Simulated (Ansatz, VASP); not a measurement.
# Two plane-wave programs on Cd3Te

```
Cd Te
1.0
     4.69299    0.00000    0.00000
     0.00000    4.69299    0.00000
     0.00000    0.00000    4.69299
Cd Te
3 1
Cartesian
  2.3465 2.3465 0.0000
  2.3465 0.0000 2.3465
  0.0000 2.3465 2.3465
  0.0000 0.0000 0.0000
```

Change from the starting cell: species swapped into the YPd3 type (Pm-3m, No. 221).

Alike in both runs: functional PBE; k mesh 10 × 10 × 10; occupations gaussian, width 0.1 eV; no spin polarisation.

Ansatz relaxed the structure, and its values are those at the end. VASP's run is a single point on that final structure, the one shown.

|  | VASP | Ansatz |
| --- | --- | --- |
| version | VASP 6.6.1 | Ansatz 0.2.0 |
| potentials or method | VASP PAW PBE potentials, release 64 (Cd, Te), cutoff 520 eV | scalar-relativistic, plane waves, PAW |
| valence electrons in the cell | 42 | 76 |

|  | VASP | Ansatz | Ansatz less VASP |
| --- | --- | --- | --- |
| gap on the k mesh at the Fermi level (eV) | none | none | - |
| pressure (GPa) | 0.2 | 0.0 | -0.16 |

A gap of «none» marks a metal or a gap that the smearing closes. VASP's potentials hold 42 valence electrons a cell and Ansatz's 76, so a difference there can come from the potentials and not from the codes.

Spin-orbit coupling is off throughout.
